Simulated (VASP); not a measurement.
Write the native input for VASP 6.6.1 that does the following.

```yaml
Task: single point
Functional: PBE
Potentials_or_basis: VASP PAW PBE potentials, release 64 (Ga_d, N)
Cutoff: 520 eV
k_mesh: 9 × 9 × 4
Occupations: gaussian, width 0.01 eV
Spin: no spin polarisation
Dipole_correction: no
Further_INCAR_settings: ALGO = Normal; EDIFF = 1e-06; NBANDS = 26
```

The structure of GaN lies in POSCAR:

```
GaN
1.0
    3.1831495973      0.0000000000      0.0000000000
   -1.5915747987      2.7566884153      0.0000000000
    0.0000000000      0.0000000000      5.1836257396
Ga N
2 2
Direct
    0.3333333333      0.6666666667     -0.0008868472
    0.6666666667      0.3333333333      0.4991131528
    0.3333333333      0.6666666667      0.3758868472
    0.6666666667      0.3333333333      0.8758868472
```

One way to write it, as run:

INCAR

```
PREC = Accurate
ENCUT = 520
EDIFF = 1E-6
ISMEAR = 0
SIGMA = 0.01
LREAL = F
LASPH = T
NELM = 100
ALGO = Normal
ISIF = 2
LWAVE = F
LCHARG = F
GGA = PE
NBANDS = 26
```

KPOINTS

```
regular mesh
0
Gamma
  9 9 4
```

Potentials or basis: VASP PAW PBE potentials, release 64 (Ga_d, N).

Launch:

```console
$ cat potpaw_PBE.64/Ga_d/POTCAR potpaw_PBE.64/N/POTCAR > POTCAR
$ mpirun -np 1 vasp_std > vasp.out
```

It gave:

```json
{
  "Pressure": "6.3 GPa",
  "Largest force": "0.005 eV/Å",
  "Band gap on the k mesh": "1.94 eV, direct"
}
```

Wall time 58 s on 1 thread of AMD EPYC 7R13 Processor (Zen 3) (shared host), peak memory 0.14 GiB.
